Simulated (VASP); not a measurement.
The system is KMgF3.

```xyz
5
Lattice="4.0542 0.0000 0.0000 0.0000 4.0542 0.0000 0.0000 0.0000 4.0542" Properties=species:S:1:pos:R:3 pbc="T T T"
K     2.0271    2.0271    2.0271
Mg    0.0000    0.0000    0.0000
F     2.0271    0.0000    0.0000
F     0.0000    2.0271    0.0000
F     0.0000    0.0000    2.0271
```

```yaml
Program: VASP 6.6.1
Task: relaxation of cell and atoms
Functional: PBEsol
Potentials_or_basis: VASP PAW PBE potentials, release 64 (K_sv, Mg, F)
Cutoff: 600 eV
k_mesh: 6 × 6 × 6
Occupations: gaussian, width 0.02 eV
Spin: no spin polarisation
```

At the start: pressure -3.5 GPa; volume 13.33 Å³/atom.

Problem. Where does the relaxation end?

Solution. Over 3 steps the energy falls by 8.1 meV/atom and the volume is 12.63 Å³/atom (-5.2 %); space group Pm-3m (No. 221, to 0.1 Å) before and after.

The path:
```csv
step,energy change (eV),largest force (eV/Å),pressure (GPa),volume (Å³)
1,0.0000,0.0000,-3.53,66.64
2,-0.0387,0.0000,-0.80,63.85
3,-0.0404,0.0000,-0.02,63.16
```

Final structure:
```xyz
5
Lattice="3.9824 0.0000 0.0000 0.0000 3.9824 0.0000 0.0000 0.0000 3.9824" Properties=species:S:1:pos:R:3 pbc="T T T"
K     1.9912    1.9912    1.9912
Mg    0.0000    0.0000    0.0000
F     1.9912    0.0000    0.0000
F     0.0000    1.9912    0.0000
F     0.0000    0.0000    1.9912
```

Caveat: the PAW data sets were made with another functional, which shifts forces and pressure a little.
